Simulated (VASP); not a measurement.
Wanted: the native input for a VASP 6.6.1 run.

| Item | Value |
| --- | --- |
| Task | relaxation of cell and atoms |
| Functional | PBE |
| Potentials or basis | VASP PAW PBE potentials, release 64 (B, C) |
| Cutoff | 600 eV |
| k mesh | 6 × 6 × 6 |
| Occupations | gaussian, width 0.1 eV |
| Spin | no spin polarisation |
| Dipole correction | no |
| Further INCAR settings | ALGO = Normal; EDIFF = 1e-06; IBRION = 2; EDIFFG = -0.04; NSW = 90; ISIF = 3 |

The structure of B3C2 lies in POSCAR:

```
B3C2
1.0
    3.7362222000      0.0000000000      0.0000000000
    0.0000000000      3.7362222000      0.0000000000
    0.0000000000      0.0000000000      3.7362222000
B C
3 2
Direct
    0.5000000000      0.0000000000      0.0000000000
    0.0000000000      0.5000000000      0.0000000000
    0.0000000000      0.0000000000      0.5000000000
    0.0000000000      0.0000000000      0.0000000000
    0.5000000000      0.5000000000      0.5000000000
```

The input as run:

INCAR

```
PREC = Accurate ; ENCUT = 600
EDIFF = 1E-6 ; ISMEAR = 0
SIGMA = 0.1 ; LREAL = False
LASPH = True ; NELM = 60
ALGO = Normal ; ISIF = 3
LWAVE = False ; LCHARG = False
GGA = PE ; IBRION = 2
NSW = 90 ; EDIFFG = -0.04
```

KPOINTS

```
regular mesh
0
Gamma
  6 6 6
```

Potentials or basis: VASP PAW PBE potentials, release 64 (B, C).

Run with:

```console
$ cat potpaw_PBE.64/B/POTCAR potpaw_PBE.64/C/POTCAR > POTCAR
$ mpirun -np 1 vasp_std > vasp.out
```

It gave:

```
Relaxed volume                         : 6.99 Å³/atom
Relaxed cell                           : a = 3.270 Å, b = 3.270 Å, c = 3.270 Å, α = 90.00°, β = 90.00°, γ = 90.00°
Space group after relaxing (to 0.05 Å) : Pm-3m (No. 221)
Energy gained by relaxing              : 566.6 meV/atom
Ionic steps                            : 3
Pressure after relaxing                : -0.4 GPa
```

Caveat: the volume moved by over 15 % at a fixed basis, so the end points are rough.

It took 33 s on 1 thread of Intel(R) Xeon(R) Platinum 8124M CPU @ 3.00GHz (Skylake/Cascade Lake) (shared host), peak memory 0.16 GiB.
